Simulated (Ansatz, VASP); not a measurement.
# Sn2SeS3 in VASP and in Ansatz

Contents of INCAR:

```
SYSTEM = Sn2SeS3
PREC     = Accurate       ! precision mode
ENCUT    = 520            ! plane-wave cutoff, eV
EDIFF    = 1E-6           ! SCF threshold, eV
ISMEAR   = 0              ! smearing method
SIGMA    = 0.1            ! smearing width, eV
LREAL    = .False.        ! projectors in reciprocal space
LASPH    = .True.         ! aspherical terms in the spheres
NELM     = 60             ! most SCF steps
ALGO     = Normal         ! electronic algorithm
ISIF     = 2              ! what is computed and relaxed
LWAVE    = .False.        ! write WAVECAR
LCHARG   = .True.         ! write CHGCAR
GGA      = PE             ! functional
LELF     = .True.         ! ELF
LVHAR    = .True.       
NBANDS   = 35             ! bands
```

The input KPOINTS:

```
Automatic mesh
0
Gamma
  6 6 2
  0 0 0
```

Contents of POSCAR:

```
Sn2SeS3
1.0
    4.4813351200      0.0000000000      0.0000000000
   -2.2406675600      3.8809500500      0.0000000000
    0.0000000000      0.0000000000      7.5082128900
Sn Se S
2 1 3
Direct
    0.6666666700      0.3333333300      0.7006975400
    0.3333333300      0.6666666700      0.2993024600
    0.0000000000      0.0000000000      0.0000000000
    0.6666666700      0.3333333300      0.3462188200
    0.3333333300      0.6666666700      0.6537811800
    0.0000000000      0.0000000000      0.5000000000
```

Input for Ansatz:

```yaml
crystal:
  lattice:
    - [4.48133512, 0.0, 0.0]
    - [-2.24066756, 3.88095005, 0.0]
    - [0.0, 0.0, 7.50821289]
  atoms:
    - { symbol: Sn, position: [0.66666667, 0.33333333, 0.70069754] }
    - { symbol: Sn, position: [0.33333333, 0.66666667, 0.29930246] }
    - { symbol: Se, position: [0.0, 0.0, 0.0] }
    - { symbol: S, position: [0.66666667, 0.33333333, 0.34621882] }
    - { symbol: S, position: [0.33333333, 0.66666667, 0.65378118] }
    - { symbol: S, position: [0.0, 0.0, 0.5] }
basis:
  ecutwfc: 420
kpoints:
  mp_grid: { grid: [6, 6, 2] }
hamiltonian:
  xc: pbe
scf:
  occupations: { method: gaussian, width: 0.1 }
  lower_state_search: "off"
output:
  forces: true
  stress: true
  eigenvalues: true
```

Change from the starting cell: species swapped into the Eu2H3Cl type (P-3m1, No. 164).

Alike in both runs: task single point; functional PBE; k mesh 6 × 6 × 2; occupations gaussian, width 0.1 eV; no spin polarisation.

|  | VASP | Ansatz |
| --- | --- | --- |
| version | VASP 6.6.1 | Ansatz 0.2.0 |
| potentials or method | VASP PAW PBE potentials, release 64 (Sn_d, Se, S), cutoff 520 eV | scalar-relativistic, plane waves, PAW |
| valence electrons in the cell | 52 | 62 |

|  | VASP | Ansatz | Ansatz less VASP |
| --- | --- | --- | --- |
| gap on the k mesh at the Fermi level (eV) | none | none | - |
| pressure (GPa) | 4.9 | 5.0 | +0.06 |
| traceless stress, the component that is largest in VASP (GPa) | -2.95 | -2.94 | +0.012 |
| rms of the force components (eV/Å) | 0.617 | 0.618 | +0.0013 |

Atom by atom the forces differ by 0.001 eV/Å (rms over components). A gap of «none» marks a metal or a gap that the smearing closes. VASP's potentials hold 52 valence electrons a cell and Ansatz's 62, so a difference there can come from the potentials and not from the codes.

The k mesh is coarse, so the values compare programs but aren't converged.
